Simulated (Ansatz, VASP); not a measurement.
## HgTe in VASP and in Ansatz

```
Hg Te
1.0
     0.00000    3.27185    3.22350
     3.27185    0.00000    3.22350
     3.27185    3.27185    0.00000
Hg Te
1 1
Direct
  0.00000 0.00000 0.00000
  0.75000 0.75000 0.75000
```

Change from the starting cell: strain +0.015 along x and y, +0.000 along z, atoms carried along.

Alike in both runs: task single point; functional PBE; k mesh 14 × 14 × 14; occupations gaussian, width 0.15 eV; no spin polarisation.

|  | VASP | Ansatz |
| --- | --- | --- |
| version | VASP 6.6.1 | Ansatz 0.2.0 |
| potentials or method | VASP PAW PBE potentials, release 64 (Hg, Te), cutoff 520 eV | scalar-relativistic, plane waves, PAW |
| valence electrons in the cell | 18 | 36 |

```tsv
	VASP	Ansatz	Ansatz less VASP
gap on the k mesh at the Fermi level (eV)	none	none	-
pressure (GPa)	2.6	2.6	-0.06
traceless stress, the component that is largest in VASP (GPa)	0.13	0.13	0.000
```

A gap of «none» marks a metal or a gap that the smearing closes. With one functional, cell and mesh, what is left measures potentials, basis and numerics. VASP's potentials hold 18 valence electrons a cell and Ansatz's 36, so a difference there can come from the potentials and not from the codes.

Neither program's run includes spin-orbit coupling.
